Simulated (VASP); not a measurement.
Input of a VASP 6.6.1 run:

File INCAR:

```
SYSTEM = Ga5N
  ALGO = Normal
  EDIFF = 1E-7
  ENCUT = 520
  GGA = PE
  ISIF = 2
  ISMEAR = 0
  LASPH = .True.
  LCHARG = .False.
  LREAL = .False.
  LWAVE = .False.
  NBANDS = 44
  NELM = 80
  PREC = Accurate
  SIGMA = 0.1
```

KPOINTS

```
k-points
0
Gamma
  6 6 4
  0 0 0
```

Contents of POSCAR:

```
Ga5N
1.0
    5.0265709700      0.0000000000      0.0000000000
   -2.5132854800      4.3531381500      0.0000000000
    0.0000000000      0.0000000000      4.6974708700
Ga N
5 1
Direct
    0.6647854400      0.6647854400      0.0000000000
    0.3333333300      0.6666666700      0.5000000000
    0.0000000000      0.3352145600      0.0000000000
    0.3352145600      0.0000000000      0.0000000000
    0.6666666700      0.3333333300      0.5000000000
    0.0000000000      0.0000000000      0.5000000000
```

Potentials or basis: VASP PAW PBE potentials, release 64 (Ga_d, N).

The run is started by

```sh
$ cat potpaw_PBE.64/Ga_d/POTCAR potpaw_PBE.64/N/POTCAR > POTCAR
$ mpirun -np 1 vasp_std > vasp.out
```

(1) What does it give for the pressure?

(2) Predict the band gap on the k mesh.

(3) Predict the largest force.

## Answers

(1) -2.0 GPa.

(2) zero (bands 35 and 36 overlap by 1.75 eV).

(3) 0.830 eV/Å.
